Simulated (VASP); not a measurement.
A run of VASP 6.6.1:

Contents of INCAR:

```
PREC = Accurate
ENCUT = 600
EDIFF = 1E-6
ISMEAR = -1
SIGMA = 0.15
LREAL = False
LASPH = True
NELM = 60
ALGO = Fast
ISIF = 4
LWAVE = False
LCHARG = False
IBRION = 2
NSW = 80
EDIFFG = -0.001
```

Contents of KPOINTS:

```
Automatic mesh
0
Gamma
  14 14 12
```

File POSCAR:

```
HgPd
1.0
    2.9714985280      0.0000000000      0.0000000000
    0.0000000000      2.9714985280      0.0000000000
    0.0000000000      0.0000000000      3.6508086299
Hg Pd
1 1
Direct
    0.0000000000      0.0000000000      0.0000000000
    0.5000000000      0.5000000000      0.5000000000
```

Potentials or basis: VASP PAW LDA potentials, release 64 (Hg, Pd).

Command:

```sh
$ cat potpaw_LDA.64/Hg/POTCAR potpaw_LDA.64/Pd/POTCAR > POTCAR
$ mpirun -np 1 vasp_std > vasp.out
```

Hardware: 1 thread of Intel(R) Xeon(R) Platinum 8259CL CPU @ 2.50GHz (Skylake/Cascade Lake), on a shared host.

Task: Estimate the wall time of this run.

Result: Wall time 4.1 min on 1 thread of Intel(R) Xeon(R) Platinum 8259CL CPU @ 2.50GHz (Skylake/Cascade Lake), on a shared host, peak memory 0.28 GiB. Counts: scf iterations 34, k points 252, ion steps 6.
